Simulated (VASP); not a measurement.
# KTaO3 (Pm-3m) in VASP: notebook

Runs on KTaO3. Level: r2SCAN. Tasks: single point.

Everything below comes from runs of VASP 6.6.1. Logs are shortened: lines on timing, memory, paths and dates and some standing lists are left out, and cuts for length are marked.

## Step 1: The cell of the first run

The structure is cubic, space group Pm-3m (No. 221). Conventional cell: a = 3.870 Å, b = 3.870 Å, c = 3.870 Å, α = 90.00°, β = 90.00°, γ = 90.00°. K (site symmetry m-3m) has 12 O at 2.74 Å and 8 Ta at 3.35 Å within 3.6 Å. Within 2.6 Å of Ta (site symmetry m-3m) lie 6 O at 1.94 Å. Within 2.6 Å of O (site symmetry 4/mmm) lie 2 Ta at 1.94 Å.

## Step 2: Single point, r2SCAN (strain -3.0%)

POSCAR reads:

```
KTaO3
1.0
    3.8704271699      0.0000000000      0.0000000000
    0.0000000000      3.8704271699      0.0000000000
    0.0000000000      0.0000000000      3.8704271699
K Ta O
1 1 3
Direct
    0.0000000000      0.0000000000      0.0000000000
    0.5000000000      0.5000000000      0.5000000000
    0.5000000000      0.5000000000      0.0000000000
    0.5000000000      0.0000000000      0.5000000000
    0.0000000000      0.5000000000      0.5000000000
```

INCAR.step1 reads:

```
SYSTEM = KTaO3
PREC = Accurate
ENCUT = 520
ISMEAR = 0
SIGMA = 0.01
LREAL = .False.
LASPH = .True.
NELM = 80
NBANDS = 27
GGA = PE
ALGO = Normal
EDIFF = 1E-4
LWAVE = .True.
LCHARG = .False.
```

INCAR.step2 reads:

```
SYSTEM = KTaO3
PREC = Accurate
ENCUT = 520
EDIFF = 1E-6
ISMEAR = 0
SIGMA = 0.01
LREAL = .False.
LASPH = .True.
NELM = 80
ALGO = Normal
ISIF = 2
LWAVE = .False.
LCHARG = .True.
METAGGA = R2SCAN
LMIXTAU = .True.
LELF = .True.
LVHAR = .True.
NBANDS = 27
ISTART = 1
```

KPOINTS reads:

```
Automatic mesh
0
Gamma
  6 6 6
  0 0 0
```

Potentials or basis: VASP PAW PBE potentials, release 64 (K_sv, Ta_pv, O).

The run is started by

```
> cat potpaw_PBE.64/K_sv/POTCAR potpaw_PBE.64/Ta_pv/POTCAR potpaw_PBE.64/O/POTCAR > POTCAR
> cp INCAR.step1 INCAR
> mpirun -np 1 vasp_std > vasp.out
> cp INCAR.step2 INCAR
> mpirun -np 1 vasp_std > vasp.out
```

OUTCAR:

```text
SYSTEM = KTaO3
   PREC = Accurate
   ENCUT = 520
   EDIFF = 1E-6
   ISMEAR = 0
   LREAL = .False.
   LASPH = .True.
   NELM = 80
   ISIF = 2
   METAGGA = R2SCAN
   ISTART = 1

 ion  position               nearest neighbor table
   1  0.000  0.000  0.000-   3 2.74   4 2.74   5 2.74   4 2.74   5 2.74   3 2.74   5 2.74   5 2.74
                             3 2.74   4 2.74   4 2.74   3 2.74   2 3.35   2 3.35   2 3.35   2 3.35
   2  0.500  0.500  0.500-   3 1.94   4 1.94   5 1.94   3 1.94   4 1.94   5 1.94   1 3.35   1 3.35
                             1 3.35   1 3.35   1 3.35   1 3.35   1 3.35   1 3.35
   3  0.500  0.500  0.000-   2 1.94   2 1.94   1 2.74   1 2.74   1 2.74   1 2.74
   4  0.500  0.000  0.500-   2 1.94   2 1.94   1 2.74   1 2.74   1 2.74   1 2.74
   5  0.000  0.500  0.500-   2 1.94   2 1.94   1 2.74   1 2.74   1 2.74   1 2.74

  LATTYP: Found a simple cubic cell.
 ALAT       =     3.8704271699

  Lattice vectors:

 A1 = (   3.8704271699,   0.0000000000,   0.0000000000)
 A2 = (   0.0000000000,   3.8704271699,   0.0000000000)
 A3 = (   0.0000000000,   0.0000000000,   3.8704271699)

Analysis of symmetry for initial positions (statically):
=====================================================================
 Subroutine PRICEL returns:
 Original cell was already a primitive cell.

 Routine SETGRP: Setting up the symmetry group for a
 simple cubic supercell.

 Subroutine GETGRP returns: Found 48 space group operations
 (whereof 48 operations were pure point group operations)
 out of a pool of 48 trial point group operations.

The static configuration has the point symmetry O_h .

Analysis of symmetry for dynamics (positions and initial velocities):
=====================================================================
 Subroutine PRICEL returns:
 Original cell was already a primitive cell.

 Routine SETGRP: Setting up the symmetry group for a
 simple cubic supercell.

 Subroutine GETGRP returns: Found 48 space group operations
 (whereof 48 operations were pure point group operations)
 out of a pool of 48 trial point group operations.

The dynamic configuration has the point symmetry O_h .

 Subroutine INISYM returns: Found 48 space group operations
 (whereof 48 operations are pure point group operations),
 and found     1 'primitive' translations

----------------------------------------------------------------------------------------

                                     Primitive cell

  volume of cell :      57.9798

  direct lattice vectors                    reciprocal lattice vectors
     3.870427170  0.000000000  0.000000000     0.258369414  0.000000000  0.000000000
     0.000000000  3.870427170  0.000000000     0.000000000  0.258369414  0.000000000
     0.000000000  0.000000000  3.870427170     0.000000000  0.000000000  0.258369414

  length of vectors
     3.870427170  3.870427170  3.870427170     0.258369414  0.258369414  0.258369414

  position of ions in fractional coordinates (direct lattice)
     0.000000000  0.000000000  0.000000000
     0.500000000  0.500000000  0.500000000
     0.500000000  0.500000000  0.000000000
     0.500000000  0.000000000  0.500000000
     0.000000000  0.500000000  0.500000000

  ion indices of the primitive-cell ions
   primitive index   ion index
                 1           1
                 2           2
                 3           3
                 4           4
                 5           5

----------------------------------------------------------------------------------------

 KPOINTS: Automatic mesh

Automatic generation of k-mesh.
 Grid dimensions read from file:
 generate k-points for:    6    6    6

 Generating k-lattice:

  Cartesian coordinates                     Fractional coordinates (reciprocal lattice)
     0.043061569  0.000000000  0.000000000     0.166666667  0.000000000  0.000000000
     0.000000000  0.043061569  0.000000000     0.000000000  0.166666667  0.000000000
     0.000000000  0.000000000  0.043061569     0.000000000  0.000000000  0.166666667

  Length of vectors
     0.043061569  0.043061569  0.043061569

  Shift w.r.t. Gamma in fractional coordinates (k-lattice)
     0.000000000  0.000000000  0.000000000

 Subroutine IBZKPT returns following result:
 ===========================================

 Found     20 irreducible k-points:

 Following reciprocal coordinates:
            Coordinates               Weight
  0.000000  0.000000  0.000000      1.000000
  0.166667  0.000000  0.000000      6.000000
  0.333333  0.000000  0.000000      6.000000
  0.500000  0.000000  0.000000      3.000000
  0.166667  0.166667  0.000000     12.000000
  0.333333  0.166667  0.000000     24.000000
[... 12 lines left out ...]
  0.500000  0.500000  0.333333      6.000000
  0.500000  0.500000  0.500000      1.000000
   k-points           NKPTS =     20   k-points in BZ     NKDIM =     20   number of bands    NBANDS=     27
   number of dos      NEDOS =    301   number of ions     NIONS =      5
   total plane-waves  NPLWV =  27000
   dimension x,y,z NGX =    30 NGY =   30 NGZ =   30
   dimension x,y,z NGXF=    60 NGYF=   60 NGZF=   60
   ions per type =               1   1   3
   NGX,Y,Z   is equivalent  to a cutoff of  12.89, 12.89, 12.89 a.u.
   NGXF,Y,Z  is equivalent  to a cutoff of  25.77, 25.77, 25.77 a.u.
 SYSTEM =  KTaO3
   PREC   = accura    normal or accurate (medium, high low for compatibility)
   ISTART =      1    job   : 0-new  1-cont  2-samecut
   ICHARG =      0    charge: 1-file 2-atom 10-const
   ISPIN  =      1    spin polarized calculation?
   LNONCOLLINEAR =      F non collinear calculations
   LSORBIT =      F    spin-orbit coupling
   LASPH  =      T    aspherical Exc in radial PAW
   ENCUT  =  520.0 eV  38.22 Ry    6.18 a.u.   7.20  7.20  7.20*2*pi/ulx,y,z
   NELM   =     80;   NELMIN=  2; NELMDL=  0     # of ELM steps
   EDIFF  = 0.1E-05   stopping-criterion for ELM
   LREAL  =      F    real-space projection
   EDIFFG = 0.1E-04   stopping-criterion for IOM
   NSW    =      0    number of steps for IOM
   IBRION =     -1    ionic relax: 0-MD 1-quasi-New 2-CG
   NFREE  =      0    steps in history (QN), initial steepest desc. (CG)
   ISIF   =      2    stress and relaxation
   ISYM   =      2    0-nonsym 1-usesym 2-fastsym
   POTIM  = 0.5000    time-step for ionic-motion
   TEBEG  =    0.0;   TEEND  =   0.0 temperature during run
   PSTRESS=    0.0 pullay stress
   NELECT =      38.0000    total number of electrons
   NUPDOWN=      -1.0000    fix difference up-down
   EMIN   =  10.00;   EMAX   =-10.00  energy-range for DOS
   EFERMI =   0.00;   METHOD = LEGACY
   ISMEAR =     0;   SIGMA  =   0.01  broadening in eV -4-tet -1-fermi 0-gaus
   EFERMI_NEDOS =   21; number of points for ismear=-14 and -15
   IALGO  =     38    algorithm
   IMIX   =      4    mixing-type and parameters
     AMIX     =   0.40;   BMIX     =  1.00
     AMIX_MAG =   1.60;   BMIX_MAG =  1.00
  volume/ion in A,a.u.               =      11.60        78.25
  Fermi-wavevector in a.u.,A,eV,Ry     =   1.422036  2.687258 27.513500  2.022185
  Thomas-Fermi vector in A             =   2.542782
   LORBIT       =      0    0 simple, 1 ext, 2 COOP (PROOUT), +10 PAW based schemes
   METAGGA = R2SCAN    functional components
   LHFCALC =     F    Hartree Fock is set to
   AEXX    =    0.0000 exact exchange contribution
   IVDW    =     0    specifies the selected vdW correction
   LEPSILON=     F    determine dielectric tensor
   LRPA    =     F    only Hartree local field effects (RPA)
 non-spin polarized calculation
 Gauss-broadening in eV      SIGMA  =   0.01
  energy-cutoff  :      520.00
  volume of cell :       57.98
 maximum number of plane-waves:      1596
 NGX is ok and might be reduce to    30
   NGX = 15   NGY = 15   NGZ = 15

 number of electron      38.0000025 magnetization

 Free energy of the ion-electron system (eV)
  ---------------------------------------------------
  ext. energy  EPLUGINS =         0.00000000
  ---------------------------------------------------
  free energy    TOTEN  =       -86.74096914 eV

  energy without entropy =      -86.74096914  energy(sigma->0) =      -86.74096914

 E-fermi :   2.2054     XC(G=0): -12.0740

 val. band max:        2.0608728371   @ k =   0.5000   0.5000   0.5000
 cond. band min:       4.8770262716   @ k =   0.0000   0.0000   0.0000
 fundamental gap:      2.8161534345
 Fermi energy:         2.2053524919

 k-point     1 :       0.0000    0.0000    0.0000
  band No.  band energies     occupation
      1     -32.7858      2.00000
      2     -32.7858      2.00000
      3     -32.7858      2.00000
      4     -26.3354      2.00000
      5     -16.8216      2.00000
      6     -16.1504      2.00000
[... 19 lines left out ...]
     26      10.6807      0.00000
     27      10.6807      0.00000

 k-point     2 :       0.1667    0.0000    0.0000
  band No.  band energies     occupation
      1     -32.8259      2.00000
      2     -32.7843      2.00000
      3     -32.7843      2.00000
      4     -26.3237      2.00000
      5     -16.7538      2.00000
      6     -16.1435      2.00000
[... 19 lines left out ...]
     26      11.0834      0.00000
     27      11.5830      0.00000

 k-point     3 :       0.3333    0.0000    0.0000
  band No.  band energies     occupation
      1     -32.9044      2.00000
      2     -32.7815      2.00000
      3     -32.7814      2.00000
      4     -26.3005      2.00000
      5     -16.7494      2.00000
      6     -16.1292      2.00000
[... 19 lines left out ...]
     26      12.0824      0.00000
     27      13.6204      0.00000

 k-point     4 :       0.5000    0.0000    0.0000
  band No.  band energies     occupation
      1     -32.9429      2.00000
      2     -32.7800      2.00000
      3     -32.7800      2.00000
      4     -26.2889      2.00000
      5     -16.7715      2.00000
      6     -16.1223      2.00000
[... 19 lines left out ...]
     26      12.5215      0.00000
     27      13.4095      0.00000
[... 396 lines left out ...]
      4     -26.2583      2.00000
      5     -15.4026      2.00000
      6     -15.2030      2.00000
[... 19 lines left out ...]
     26      14.3267      0.00000
     27      14.9921      0.00000

 k-point    19 :       0.5000    0.5000    0.3333
  band No.  band energies     occupation
      1     -32.9297      2.00000
      2     -32.9297      2.00000
      3     -32.8904      2.00000
      4     -26.2528      2.00000
      5     -15.2794      2.00000
      6     -14.8669      2.00000
[... 19 lines left out ...]
     26      14.5750      0.00000
     27      15.0054      0.00000

 k-point    20 :       0.5000    0.5000    0.5000
  band No.  band energies     occupation
      1     -32.9281      2.00000
      2     -32.9281      2.00000
      3     -32.9281      2.00000
      4     -26.2471      2.00000
      5     -14.8395      2.00000
      6     -14.8395      2.00000
[... 19 lines left out ...]
     26      13.9379      0.00000
     27      14.5263      0.00000

------------------------ aborting loop because EDIFF is reached ----------------------------------------

  FORCE on cell =-STRESS in cart. coord.  units (eV):
  Direction    XX          YY          ZZ          XY          YZ          ZX
  --------------------------------------------------------------------------------------
  -------------------------------------------------------------------------------------
  Total        8.9945007      8.9945007      8.9945007     -0.0000000     -0.0000000      0.0000000
  in kB      248.5483829    248.5483829    248.5483829     -0.0000000     -0.0000000      0.0000000
  external PRESSURE =     248.5483829 kB  Pullay stress =       0.0000000 kB

 VOLUME and BASIS-vectors are now :
 -----------------------------------------------------------------------------
  energy-cutoff  :      520.00
  volume of cell :       57.98
      direct lattice vectors                 reciprocal lattice vectors
     3.870427170  0.000000000  0.000000000     0.258369414  0.000000000  0.000000000
     0.000000000  3.870427170  0.000000000     0.000000000  0.258369414  0.000000000
     0.000000000  0.000000000  3.870427170     0.000000000  0.000000000  0.258369414

 POSITION                                       TOTAL-FORCE (eV/Angst)
 -----------------------------------------------------------------------------------
      0.00000      0.00000      0.00000         0.000000      0.000000      0.000000
      1.93521      1.93521      1.93521         0.000000      0.000000      0.000000
      1.93521      1.93521      0.00000         0.000000      0.000000      0.000000
      1.93521      0.00000      1.93521         0.000000      0.000000      0.000000
      0.00000      1.93521      1.93521         0.000000      0.000000      0.000000
 -----------------------------------------------------------------------------------
    total drift:                                0.000000      0.000000     -0.000000

  FREE ENERGIE OF THE ION-ELECTRON SYSTEM (eV)
  ---------------------------------------------------
  free  energy   TOTEN  =       -86.7409691416 eV

  energy  without entropy=      -86.7409691416  energy(sigma->0) =      -86.74096914
```

Wall time 63 s (1 thread of AMD EPYC 9R45 (Zen 5), shared host); peak memory 0.16 GiB.

What came out:

```yaml
Free_energy: -86.7410 eV
Pressure: 24.9 GPa
Band_gap_on_the_k_mesh: 2.82 eV, indirect (least direct gap 3.41 eV)
```

Caveat: the cell differs from its parent crystal (strain -3.0%); the PAW data sets were made with another functional, which shifts forces and pressure a little; spin-orbit coupling is left out, which moves the levels of the heavy elements. A k mesh can miss the band edges.

[end of part 1 of 2]
